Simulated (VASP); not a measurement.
# InBi (F-43m) in VASP: a series of runs, part 2 of 2

VASP 6.6.1. Earlier steps stand in the parts before.

### Step 3. Single point, LDA

This run uses another cell than the first one, of 36.67 Å³/atom, 1.029 times its volume.

Input file INCAR:

```
  PREC = Accurate
  ENCUT = 520
  EDIFF = 1E-6
  ISMEAR = -1
  SIGMA = 0.3
  LREAL = False
  LASPH = True
  NELM = 60
  ALGO = Normal
  ISIF = 2
  LWAVE = False
  LCHARG = True
  LELF = True
  LVHAR = True
  NBANDS = 21
```

Input file KPOINTS:

```
Automatic mesh
0
Gamma
  6 6 6
```

Input file POSCAR:

```
InBi
1.0
    0.0000000000      3.3222839908      3.3222839908
    3.3222839908      0.0000000000      3.3222839908
    3.3222839908      3.3222839908      0.0000000000
In Bi
1 1
Direct
    0.0000000000      0.0000000000      0.0000000000
    0.2500000000      0.2500000000      0.2500000000
```

Potentials or basis: VASP PAW LDA potentials, release 64 (In_d, Bi_d).

Run with:

```sh
$ cat potpaw_LDA.64/In_d/POTCAR potpaw_LDA.64/Bi_d/POTCAR > POTCAR
$ mpirun -np 1 vasp_std > vasp.out
```

OUTCAR:

```text
PREC = Accurate
   ENCUT = 520
   EDIFF = 1E-6
   ISMEAR = -1
   LREAL = False
   LASPH = True
   NELM = 60
   ISIF = 2

 ion  position               nearest neighbor table
   1  0.000  0.000  0.000-   2 2.88   2 2.88   2 2.88   2 2.88
   2  0.250  0.250  0.250-   1 2.88   1 2.88   1 2.88   1 2.88

  LATTYP: Found a face centered cubic cell.
 ALAT       =     6.6445679816

  Lattice vectors:

 A1 = (   0.0000000000,   3.3222839908,   3.3222839908)
[... 558 lines left out ...]
------------------------ aborting loop because EDIFF is reached ----------------------------------------

  FORCE on cell =-STRESS in cart. coord.  units (eV):
  Direction    XX          YY          ZZ          XY          YZ          ZX
  --------------------------------------------------------------------------------------
  -------------------------------------------------------------------------------------
  Total        0.2202527      0.2202527      0.2202527      0.0000000      0.0000000      0.0000000
  in kB        4.8116228      4.8116228      4.8116228      0.0000000      0.0000000      0.0000000
  external PRESSURE =       4.8116228 kB  Pullay stress =       0.0000000 kB

 VOLUME and BASIS-vectors are now :
 -----------------------------------------------------------------------------
  energy-cutoff  :      520.00
  volume of cell :       73.34
      direct lattice vectors                 reciprocal lattice vectors
     0.000000000  3.322283991  3.322283991    -0.150498874  0.150498874  0.150498874
     3.322283991  0.000000000  3.322283991     0.150498874 -0.150498874  0.150498874
     3.322283991  3.322283991  0.000000000     0.150498874  0.150498874 -0.150498874

 POSITION                                       TOTAL-FORCE (eV/Angst)
 -----------------------------------------------------------------------------------
      0.00000      0.00000      0.00000        -0.000000     -0.000000     -0.000000
      1.66114      1.66114      1.66114         0.000000      0.000000      0.000000
 -----------------------------------------------------------------------------------
    total drift:                                0.000000      0.000000      0.000000

  FREE ENERGIE OF THE ION-ELECTRON SYSTEM (eV)
  ---------------------------------------------------
  free  energy   TOTEN  =        -7.7406111703 eV

  energy  without entropy=       -7.5817214714  energy(sigma->0) =       -7.66116632
```

Run time: 68 s. Hardware: 1 thread of AMD EPYC 7R13, shared host; peak memory 0.15 GiB.

Results:

- Free energy: -7.7406 eV
- Pressure: 0.5 GPa
- Band gap on the k mesh: zero (band 14 reaches 4.79 eV, above the bottom of band 15 at 4.59 eV)

Levels at points of the mesh, in eV from the Fermi level:
| k point | band 12 | band 13 | band 14 | band 15 | band 16 | band 17 |
| --- | --- | --- | --- | --- | --- | --- |
| (0.00, 0.00, 0.00) | -1.76 | 0.03 | 0.03 | 0.03 | 2.85 | 2.85 |
| (0.50, 0.00, 0.00) | -5.72 | -0.99 | -0.99 | -0.17 | 3.74 | 3.74 |
| (0.50, 0.50, 0.00) | -5.95 | -2.23 | -2.23 | 1.01 | 1.20 | 7.75 |

Caveat: spin-orbit coupling is left out, which moves the levels of the heavy elements.

### Step 4. Single point, LDA

This run uses another cell than the first one, of 37.70 Å³/atom, 1.058 times its volume.

Input file INCAR:

```
SYSTEM = InBi
ALGO = Normal
EDIFF = 1E-7
ENCUT = 520
GGA = CA
ISIF = 2
ISMEAR = -1
LASPH = .TRUE.
LCHARG = .FALSE.
LREAL = .FALSE.
LWAVE = .FALSE.
NBANDS = 21
NELM = 100
PREC = Accurate
SIGMA = 0.3
```

Input file KPOINTS:

```
k-points
0
G
  6 6 6
  0 0 0
```

Input file POSCAR:

```
InBi
1.0
    0.0000000000      3.3531907330      3.3531907330
    3.3531907330      0.0000000000      3.3531907330
    3.3531907330      3.3531907330      0.0000000000
In Bi
1 1
Direct
    0.0000000000      0.0000000000      0.0000000000
    0.2500000000      0.2500000000      0.2500000000
```

Run with:

```sh
$ cat potpaw_LDA.64/In_d/POTCAR potpaw_LDA.64/Bi_d/POTCAR > POTCAR
$ mpirun -np 1 vasp_std > vasp.out
```

Wall time 53 s (1 thread of AMD EPYC 7R13, shared host); peak memory 0.15 GiB.

Results (log left out):

* Free energy: -7.7407 eV
* Pressure: -0.5 GPa
* Band gap on the k mesh: zero (band 14 reaches 4.50 eV, above the bottom of band 15 at 4.28 eV)

Levels at points of the mesh, in eV from the Fermi level:
| k point | band 11 | band 12 | band 13 | band 14 | band 15 | band 16 | band 17 | band 18 |
| --- | --- | --- | --- | --- | --- | --- | --- | --- |
| (0.00, 0.00, 0.00) | -11.70 | -1.89 | 0.02 | 0.02 | 0.02 | 2.84 | 2.84 | 2.84 |
| (0.50, 0.00, 0.00) | -10.75 | -5.61 | -0.95 | -0.95 | -0.20 | 3.72 | 3.72 | 5.63 |
| (0.50, 0.50, 0.00) | -10.39 | -5.84 | -2.14 | -2.14 | 1.06 | 1.20 | 7.58 | 7.58 |

Caveat: spin-orbit coupling is left out, which moves the levels of the heavy elements.

### Step 5. Single point, LDA

This run uses another cell than the first one, of 38.74 Å³/atom, 1.087 times its volume.

Input file INCAR:

```
ALGO = Normal
EDIFF = 1E-6
ENCUT = 520
ISIF = 2
ISMEAR = -1
LASPH = True
LCHARG = True
LELF = True
LREAL = False
LVHAR = True
LWAVE = False
NBANDS = 21
NELM = 80
PREC = Accurate
SIGMA = 0.3
```

Input file KPOINTS:

```
k-points
0
Gamma
  6 6 6
```

Input file POSCAR:

```
InBi
1.0
    0.0000000000      3.3835380000      3.3835380000
    3.3835380000      0.0000000000      3.3835380000
    3.3835380000      3.3835380000      0.0000000000
In Bi
1 1
Direct
    0.0000000000      0.0000000000      0.0000000000
    0.2500000000      0.2500000000      0.2500000000
```

Run with:

```sh
$ cat potpaw_LDA.64/In_d/POTCAR potpaw_LDA.64/Bi_d/POTCAR > POTCAR
$ mpirun -np 1 vasp_std > vasp.out
```

Run time: 57 s. Hardware: 1 thread of AMD EPYC 7R13, shared host; peak memory 0.15 GiB.

It converged, with:

- Free energy: -7.7287 eV
- Pressure: -1.4 GPa
- Band gap on the k mesh: zero (band 14 reaches 4.23 eV, above the bottom of band 15 at 3.99 eV)

Levels at points of the mesh, in eV from the Fermi level:
| k point | band 12 | band 13 | band 14 | band 15 | band 16 | band 17 |
| --- | --- | --- | --- | --- | --- | --- |
| (0.00, 0.00, 0.00) | -2.00 | 0.02 | 0.02 | 0.02 | 2.83 | 2.83 |
| (0.50, 0.00, 0.00) | -5.50 | -0.92 | -0.92 | -0.23 | 3.70 | 3.70 |
| (0.50, 0.50, 0.00) | -5.74 | -2.06 | -2.06 | 1.09 | 1.20 | 7.42 |

Caveat: spin-orbit coupling is left out, which moves the levels of the heavy elements.

### Step 6. The runs side by side

| cell | gap on the mesh (eV) | pressure (GPa) |
| --- | --- | --- |
| a = 4.654 Å, angles 60.0°, 2 atoms | none | 1.7 |
| a = 4.698 Å, angles 60.0°, 2 atoms | none | 0.5 |
| a = 4.742 Å, angles 60.0°, 2 atoms | none | -0.5 |
| a = 4.785 Å, angles 60.0°, 2 atoms | none | -1.4 |

Alike in all rows: task single point; level LDA; potentials or basis VASP PAW LDA potentials, release 64 (In_d, Bi_d); no spin polarisation; k mesh 6 × 6 × 6; cutoff (eV) 520; smearing fermi-dirac 0.3 eV.

Caveats: spin-orbit coupling is left out, which moves the levels of the heavy elements.

Absolute energies hang on the potentials; compare differences alone.
